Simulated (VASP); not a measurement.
# TiC (Fm-3m) in VASP: further runs

Runs on TiC. Level: PBEsol. Tasks: single point.

All numbers are computed with VASP 6.6.1; they aren't measurements. Logs are shortened: lines on timing, memory, paths and dates and some standing lists are left out, and cuts for length are marked.

### Step 1. The cell of the first run

The structure is cubic, space group Fm-3m (No. 225). Conventional cell: a = 4.127 Å, b = 4.127 Å, c = 4.127 Å, α = 90.00°, β = 90.00°, γ = 90.00°. Ti (site symmetry m-3m) has 6 C at 2.06 Å within 2.7 Å. C (site symmetry m-3m) has 6 Ti at 2.06 Å within 2.7 Å.

### Step 2. Single point, PBEsol

Contents of INCAR:

```
SYSTEM = TiC
PREC = Accurate ; ENCUT = 520
EDIFF = 1E-6 ; ISMEAR = 0
SIGMA = 0.1 ; LREAL = .False.
LASPH = .True. ; NELM = 100
ALGO = Normal ; ISIF = 2
LWAVE = .False. ; LCHARG = .False.
GGA = PS ; NBANDS = 15
```

Contents of KPOINTS:

```
Automatic mesh
0
Gamma
  16 16 16
  0 0 0
```

Contents of POSCAR:

```
TiC
1.0
    0.0000000000      2.0635732748      2.0635732748
    2.0635732748      0.0000000000      2.0635732748
    2.0635732748      2.0635732748      0.0000000000
Ti C
1 1
Direct
    0.0000000000      0.0000000000      0.0000000000
    0.5000000000      0.5000000000      0.5000000000
```

Potentials or basis: VASP PAW PBE potentials, release 64 (Ti_sv, C).

Started as:

```sh
$ cat potpaw_PBE.64/Ti_sv/POTCAR potpaw_PBE.64/C/POTCAR > POTCAR
$ mpirun -np 1 vasp_std > vasp.out
```

OUTCAR:

```text
SYSTEM = TiC
   PREC = Accurate
   ENCUT = 520
   EDIFF = 1E-6
   ISMEAR = 0
   LREAL = .False.
   LASPH = .True.
   NELM = 100
   ISIF = 2
   GGA = PS

 ion  position               nearest neighbor table
   1  0.000  0.000  0.000-   2 2.06   2 2.06   2 2.06   2 2.06   2 2.06   2 2.06
   2  0.500  0.500  0.500-   1 2.06   1 2.06   1 2.06   1 2.06   1 2.06   1 2.06

  LATTYP: Found a face centered cubic cell.
 ALAT       =     4.1271465496

  Lattice vectors:

 A1 = (   0.0000000000,   2.0635732748,   2.0635732748)
 A2 = (   2.0635732748,   0.0000000000,   2.0635732748)
 A3 = (   2.0635732748,   2.0635732748,   0.0000000000)

Analysis of symmetry for initial positions (statically):
=====================================================================
 Subroutine PRICEL returns:
 Original cell was already a primitive cell.

 Routine SETGRP: Setting up the symmetry group for a
 face centered cubic supercell.

 Subroutine GETGRP returns: Found 48 space group operations
 (whereof 48 operations were pure point group operations)
 out of a pool of 48 trial point group operations.

The static configuration has the point symmetry O_h .

Analysis of symmetry for dynamics (positions and initial velocities):
=====================================================================
 Subroutine PRICEL returns:
 Original cell was already a primitive cell.

 Routine SETGRP: Setting up the symmetry group for a
 face centered cubic supercell.

 Subroutine GETGRP returns: Found 48 space group operations
 (whereof 48 operations were pure point group operations)
 out of a pool of 48 trial point group operations.

The dynamic configuration has the point symmetry O_h .

 Subroutine INISYM returns: Found 48 space group operations
 (whereof 48 operations are pure point group operations),
 and found     1 'primitive' translations

----------------------------------------------------------------------------------------

                                     Primitive cell

  volume of cell :      17.5748

  direct lattice vectors                    reciprocal lattice vectors
     0.000000000  2.063573275  2.063573275    -0.242298156  0.242298156  0.242298156
     2.063573275  0.000000000  2.063573275     0.242298156 -0.242298156  0.242298156
     2.063573275  2.063573275  0.000000000     0.242298156  0.242298156 -0.242298156

  length of vectors
     2.918333312  2.918333312  2.918333312     0.419672717  0.419672717  0.419672717

  position of ions in fractional coordinates (direct lattice)
     0.000000000  0.000000000  0.000000000
     0.500000000  0.500000000  0.500000000

  ion indices of the primitive-cell ions
   primitive index   ion index
                 1           1
                 2           2

----------------------------------------------------------------------------------------

 KPOINTS: Automatic mesh

Automatic generation of k-mesh.
 Grid dimensions read from file:
 generate k-points for:   16   16   16

 Generating k-lattice:

  Cartesian coordinates                     Fractional coordinates (reciprocal lattice)
    -0.015143635  0.015143635  0.015143635     0.062500000  0.000000000  0.000000000
     0.015143635 -0.015143635  0.015143635     0.000000000  0.062500000  0.000000000
     0.015143635  0.015143635 -0.015143635     0.000000000  0.000000000  0.062500000

  Length of vectors
     0.026229545  0.026229545  0.026229545

  Shift w.r.t. Gamma in fractional coordinates (k-lattice)
     0.000000000  0.000000000  0.000000000

 Subroutine IBZKPT returns following result:
 ===========================================

 Found    145 irreducible k-points:

 Following reciprocal coordinates:
            Coordinates               Weight
  0.000000  0.000000  0.000000      1.000000
  0.062500  0.000000  0.000000      8.000000
  0.125000  0.000000  0.000000      8.000000
  0.187500  0.000000  0.000000      8.000000
  0.250000  0.000000  0.000000      8.000000
  0.312500  0.000000  0.000000      8.000000
[... 16 lines left out ...]
 -0.125000  0.062500  0.000000     24.000000
 -0.062500  0.062500  0.000000     12.000000
 [... further k-points ...]
   k-points           NKPTS =    145   k-points in BZ     NKDIM =    145   number of bands    NBANDS=     15
   number of dos      NEDOS =    301   number of ions     NIONS =      2
   total plane-waves  NPLWV =  13824
   dimension x,y,z NGX =    24 NGY =   24 NGZ =   24
   dimension x,y,z NGXF=    48 NGYF=   48 NGZF=   48
   ions per type =               1   1
   NGX,Y,Z   is equivalent  to a cutoff of  13.67, 13.67, 13.67 a.u.
   NGXF,Y,Z  is equivalent  to a cutoff of  27.34, 27.34, 27.34 a.u.
 SYSTEM =  TiC
   PREC   = accura    normal or accurate (medium, high low for compatibility)
   ISTART =      0    job   : 0-new  1-cont  2-samecut
   ICHARG =      2    charge: 1-file 2-atom 10-const
   ISPIN  =      1    spin polarized calculation?
   LNONCOLLINEAR =      F non collinear calculations
   LSORBIT =      F    spin-orbit coupling
   LASPH  =      T    aspherical Exc in radial PAW
   ENCUT  =  520.0 eV  38.22 Ry    6.18 a.u.   5.43  5.43  5.43*2*pi/ulx,y,z
   NELM   =    100;   NELMIN=  2; NELMDL= -5     # of ELM steps
   EDIFF  = 0.1E-05   stopping-criterion for ELM
   LREAL  =      F    real-space projection
   EDIFFG = 0.1E-04   stopping-criterion for IOM
   NSW    =      0    number of steps for IOM
   IBRION =     -1    ionic relax: 0-MD 1-quasi-New 2-CG
   NFREE  =      0    steps in history (QN), initial steepest desc. (CG)
   ISIF   =      2    stress and relaxation
   ISYM   =      2    0-nonsym 1-usesym 2-fastsym
   POTIM  = 0.5000    time-step for ionic-motion
   TEBEG  =    0.0;   TEEND  =   0.0 temperature during run
   PSTRESS=    0.0 pullay stress
   NELECT =      16.0000    total number of electrons
   NUPDOWN=      -1.0000    fix difference up-down
   EMIN   =  10.00;   EMAX   =-10.00  energy-range for DOS
   EFERMI =   0.00;   METHOD = LEGACY
   ISMEAR =     0;   SIGMA  =   0.10  broadening in eV -4-tet -1-fermi 0-gaus
   EFERMI_NEDOS =   21; number of points for ismear=-14 and -15
   IALGO  =     38    algorithm
   IMIX   =      4    mixing-type and parameters
     AMIX     =   0.40;   BMIX     =  1.00
     AMIX_MAG =   1.60;   BMIX_MAG =  1.00
  volume/ion in A,a.u.               =       8.79        59.30
  Fermi-wavevector in a.u.,A,eV,Ry     =   1.586664  2.998360 34.252697  2.517502
  Thomas-Fermi vector in A             =   2.685940
   LORBIT       =      0    0 simple, 1 ext, 2 COOP (PROOUT), +10 PAW based schemes
   GGA     = PS    functional components
   LHFCALC =     F    Hartree Fock is set to
   AEXX    =    0.0000 exact exchange contribution
   IVDW    =     0    specifies the selected vdW correction
   LEPSILON=     F    determine dielectric tensor
   LRPA    =     F    only Hartree local field effects (RPA)
 non-spin polarized calculation
 Gauss-broadening in eV      SIGMA  =   0.10
  energy-cutoff  :      520.00
  volume of cell :       17.57
 maximum number of plane-waves:       495
 NGX is ok and might be reduce to    24
   NGX = 11   NGY = 11   NGZ = 11

 number of electron      16.0000001 magnetization

 Free energy of the ion-electron system (eV)
  ---------------------------------------------------
  ext. energy  EPLUGINS =         0.00000000
  ---------------------------------------------------
  free energy    TOTEN  =       -19.54841895 eV

  energy without entropy =      -19.54691664  energy(sigma->0) =      -19.54766780

 E-fermi :  11.0882     XC(G=0): -13.6285

 val. band max:       11.0559972593   @ k =   0.3750   0.3125   0.0000
 cond. band min:      11.1374396430   @ k =   0.4375   0.4375   0.0000
 fundamental gap:      0.0814423837
 Fermi energy:        11.0881640818

 k-point     1 :       0.0000    0.0000    0.0000
  band No.  band energies     occupation
      1     -44.8230      2.00000
      2     -20.8432      2.00000
      3     -20.8432      2.00000
      4     -20.8432      2.00000
      5      -1.9285      2.00000
      6      11.7894      0.00000
      7      11.7894      0.00000
      8      11.7894      0.00000
      9      12.9930      0.00000
     10      12.9930      0.00000
     11      12.9930      0.00000
     12      13.1358      0.00000
     13      13.1358      0.00000
     14      23.8384      0.00000
     15      25.5980      0.00000

 k-point     2 :       0.0625    0.0000    0.0000
  band No.  band energies     occupation
      1     -44.8177      2.00000
      2     -20.8779      2.00000
      3     -20.8462      2.00000
      4     -20.8462      2.00000
      5      -1.8207      2.00000
      6      11.2922      0.00390
      7      11.5827      0.00000
      8      11.5827      0.00000
      9      12.2459      0.00000
     10      12.2459      0.00000
     11      13.2852      0.00000
     12      14.2506      0.00000
     13      14.2506      0.00000
     14      23.9842      0.00000
     15      25.7135      0.00000

 k-point     3 :       0.1250    0.0000    0.0000
  band No.  band energies     occupation
      1     -44.8025      2.00000
      2     -20.9756      2.00000
      3     -20.8546      2.00000
      4     -20.8546      2.00000
      5      -1.5054      2.00000
      6      10.3243      2.00000
      7      10.7217      2.00000
      8      10.7217      2.00000
      9      12.3196      0.00000
     10      12.3196      0.00000
     11      13.7025      0.00000
     12      15.5077      0.00000
     13      15.5077      0.00000
     14      24.3137      0.00000
     15      25.9679      0.00000
[... 343 lines left out ...]
 k-point    23 :      -0.1250    0.0625    0.0000
  band No.  band energies     occupation
      1     -44.7912      2.00000
      2     -21.0322      2.00000
      3     -20.8863      2.00000
      4     -20.8494      2.00000
      5      -1.2716      2.00000
      6       9.8091      2.00000
      7      10.1349      2.00000
      8      10.3424      2.00000
      9      12.1706      0.00000
     10      12.8801      0.00000
     11      14.0569      0.00000
     12      15.3718      0.00000
     13      16.6544      0.00000
     14      24.5279      0.00000
     15      26.0926      0.00000

 k-point    24 :      -0.0625    0.0625    0.0000
  band No.  band energies     occupation
      1     -44.8091      2.00000
      2     -20.9256      2.00000
      3     -20.8654      2.00000
      4     -20.8445      2.00000
      5      -1.6448      2.00000
      6      10.8118      1.99991
      7      10.9657      1.91673
      8      11.0323      1.57079
      9      11.9255      0.00000
     10      12.6773      0.00000
     11      13.6749      0.00000
     12      14.4330      0.00000
     13      15.4162      0.00000
     14      24.2062      0.00000
     15      25.8711      0.00000

 [... further k-points ...]

------------------------ aborting loop because EDIFF is reached ----------------------------------------

  FORCE on cell =-STRESS in cart. coord.  units (eV):
  Direction    XX          YY          ZZ          XY          YZ          ZX
  --------------------------------------------------------------------------------------
  -------------------------------------------------------------------------------------
  Total        4.4003033      4.4003033      4.4003033      0.0000000      0.0000000      0.0000000
  in kB      401.1469725    401.1469725    401.1469725      0.0000000      0.0000000      0.0000000
  external PRESSURE =     401.1469725 kB  Pullay stress =       0.0000000 kB

 VOLUME and BASIS-vectors are now :
 -----------------------------------------------------------------------------
  energy-cutoff  :      520.00
  volume of cell :       17.57
      direct lattice vectors                 reciprocal lattice vectors
     0.000000000  2.063573275  2.063573275    -0.242298156  0.242298156  0.242298156
     2.063573275  0.000000000  2.063573275     0.242298156 -0.242298156  0.242298156
     2.063573275  2.063573275  0.000000000     0.242298156  0.242298156 -0.242298156

 POSITION                                       TOTAL-FORCE (eV/Angst)
 -----------------------------------------------------------------------------------
      0.00000      0.00000      0.00000        -0.000000      0.000000     -0.000000
      2.06357      2.06357      2.06357         0.000000     -0.000000      0.000000
 -----------------------------------------------------------------------------------
    total drift:                                0.000000     -0.000000     -0.000000

  FREE ENERGIE OF THE ION-ELECTRON SYSTEM (eV)
  ---------------------------------------------------
  free  energy   TOTEN  =       -19.5484189546 eV

  energy  without entropy=      -19.5469166384  energy(sigma->0) =      -19.54766780
```

Run time: 18 s. Hardware: 1 thread of Intel Xeon Platinum 8559C (Emerald Rapids), shared host; peak memory 0.16 GiB.

Results:

```
Free energy            : -19.5484 eV
Pressure               : 40.1 GPa
Band gap on the k mesh : zero (band 8 reaches 11.79 eV, above the bottom of band 9 at 10.66 eV)
```

Caveat: the PAW data sets were made with another functional, which shifts forces and pressure a little.

### Step 3. Single point, PBEsol

This run uses another cell than the first one, of 9.26 Å³/atom, 1.054 times its volume.

Contents of INCAR:

```
SYSTEM = TiC
PREC     = Accurate       ! precision mode
ENCUT    = 520            ! plane-wave cutoff, eV
EDIFF    = 1E-6           ! SCF threshold, eV
ISMEAR   = 0              ! smearing method
SIGMA    = 0.1            ! smearing width, eV
LREAL    = .False.        ! projectors in reciprocal space
LASPH    = .True.         ! aspherical terms in the spheres
NELM     = 60             ! most SCF steps
ALGO     = Normal         ! electronic algorithm
ISIF     = 2              ! what is computed and relaxed
LWAVE    = .False.        ! write WAVECAR
LCHARG   = .False.        ! write CHGCAR
GGA      = PS             ! functional
NBANDS   = 15             ! bands
```

KPOINTS is that of step 2.

Contents of POSCAR:

```
TiC
1.0
    0.0000000000      2.1000771188      2.1000771188
    2.1000771188      0.0000000000      2.1000771188
    2.1000771188      2.1000771188      0.0000000000
Ti C
1 1
Direct
    0.0000000000      0.0000000000      0.0000000000
    0.5000000000      0.5000000000      0.5000000000
```

Potentials or basis: VASP PAW PBE potentials, release 64 (Ti_sv, C).

Started as:

```sh
$ cat potpaw_PBE.64/Ti_sv/POTCAR potpaw_PBE.64/C/POTCAR > POTCAR
$ mpirun -np 1 vasp_std > vasp.out
```

Wall time 20 s (1 thread of Intel Xeon Platinum 8559C (Emerald Rapids), shared host); peak memory 0.17 GiB.

The run converged. Its results:

```
Free energy            : -19.7253 eV
Pressure               : 20.2 GPa
Band gap on the k mesh : zero (band 8 reaches 11.11 eV, above the bottom of band 9 at 10.00 eV)
```

Levels at points of the mesh, in eV from the Fermi level:
```
           k point  band 6  band 7  band 8  band 9  band 10  band 11
(0.00, 0.00, 0.00)    0.70    0.70    0.70    1.83     1.83     1.83
(0.50, 0.00, 0.00)   -6.30   -3.20   -3.20    3.31     3.31     4.67
(0.50, 0.50, 0.00)   -3.47   -1.96    0.08    0.08     3.10     4.01
```

Caveat: the PAW data sets were made with another functional, which shifts forces and pressure a little.
